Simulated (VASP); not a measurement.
Here is a VASP 6.6.1 calculation.

The input INCAR:

```
  PREC = Accurate
  ENCUT = 520
  EDIFF = 1E-6
  ISMEAR = 0
  SIGMA = 0.1
  LREAL = False
  LASPH = True
  NELM = 150
  ALGO = Normal
  ISIF = 2
  LWAVE = False
  LCHARG = False
  ISPIN = 2
  MAGMOM = 4 0 0 0
  LORBIT = 11
  LMAXMIX = 4
  GGA = PE
  NBANDS = 37
```

The input KPOINTS:

```
Automatic mesh
0
Gamma
  6 6 6
```

POSCAR

```
FeMo3
1.0
    3.7755140398      0.0000000000      0.0000000000
    0.0000000000      3.7755140398      0.0000000000
    0.0000000000      0.0000000000      3.7755140398
Fe Mo
1 3
Direct
    0.0000000000      0.0000000000      0.0000000000
    0.0000000000      0.5000000000      0.5000000000
    0.5000000000      0.0000000000      0.5000000000
    0.5000000000      0.5000000000      0.0000000000
```

Potentials or basis: VASP PAW PBE potentials, release 64 (Fe, Mo_sv).

The run is started by

```bash
$ cat potpaw_PBE.64/Fe/POTCAR potpaw_PBE.64/Mo_sv/POTCAR > POTCAR
$ mpirun -np 1 vasp_std > vasp.out
```

Problem. What does it give for the pressure?

Solution. 23.7 GPa.

Problem. Predict the site moments.

Solution. Fe +0.59; Mo -0.05 μB.

Caveat: the cell stands under pressure.
